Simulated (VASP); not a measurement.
Input of a VASP 6.6.1 run:

The input INCAR:

```
PREC = Accurate
ENCUT = 520
EDIFF = 1E-6
ISMEAR = -1
SIGMA = 0.05
LREAL = Auto
LASPH = T
NELM = 150
ALGO = Normal
ISIF = 2
LWAVE = F
LCHARG = F
ISPIN = 2
MAGMOM = 0 0 0 0 0 0 0 0.167 0.167 0 0.167 0.167 0 0.167 0 0 0.167
LORBIT = 11
GGA = PS
NBANDS = 52
NELECT = 61.0
```

File KPOINTS:

```
Automatic mesh
0
Gamma
  2 2 2
  0.5 0.5 0.5
```

File POSCAR:

```
B9N8
1.0
    7.2115910000      0.0000000000      0.0000000000
    0.0000000000      3.6057950000      0.0000000000
    0.0000000000      0.0000000000      3.6057950000
B N
9 8
Direct
    0.9981910000      0.0047800000      0.0037260000
    0.4990700000      0.9982060000      0.0041710000
    0.2508300000      0.4953620000      0.9980450000
    0.7497080000      0.5137870000      0.0132020000
    0.2440390000      0.9975720000      0.4863220000
    0.7574440000      0.9822250000      0.5305080000
    0.0036250000      0.4910800000      0.4957720000
    0.4099120000      0.3169150000      0.4882620000
    0.5917380000      0.6788660000      0.4989170000
    0.1257220000      0.2425650000      0.2334470000
    0.6188460000      0.2503980000      0.2614950000
    0.3832950000      0.7514520000      0.2504960000
    0.8719730000      0.7566710000      0.2673100000
    0.3721000000      0.2623510000      0.7505960000
    0.8757910000      0.2498930000      0.7308500000
    0.1272110000      0.7509860000      0.7504990000
    0.6167840000      0.7412650000      0.7428290000
```

Potentials or basis: VASP PAW PBE potentials, release 64 (B, N).

Command:

```sh
$ cat potpaw_PBE.64/B/POTCAR potpaw_PBE.64/N/POTCAR > POTCAR
$ mpirun -np 1 vasp_std > vasp.out
```

**Question.** Estimate the net moment.

**Answer.** 0.00 μB per cell.

**Question.** Predict the largest force.

**Answer.** 84.639 eV/Å.

Forces in eV/Å, atoms in the order of the input:
```
B    -0.267  -0.855   0.400
B     0.333   0.420  -0.552
B    -0.427   0.868   0.515
B     0.351  -1.843   0.121
B    -2.201  -3.665   1.233
B     1.975   4.631  -1.149
B    -0.324   0.323   1.093
B    17.638  13.153 -48.601
B   -19.692 -23.700 -78.831
N    -0.072   0.801   0.126
N    -0.279   0.930  -0.061
N    -0.858  -1.138   0.440
N     0.789  -0.344  -2.605
N   -14.023 -11.438  47.543
N    -0.230   0.428   1.912
N    -0.180   0.586  -0.805
N    17.466  20.843  79.220
```

Caveat: the k points lie up to 0.87 Å⁻¹ apart, too coarse for converged energies, forces and pressures; the cell carries a net charge on a neutralising background, which shifts energy and pressure; atoms lie so close that the PAW spheres overlap strongly, which falsifies energies and pressures; the PAW data sets were made with another functional, which shifts forces and pressure a little.
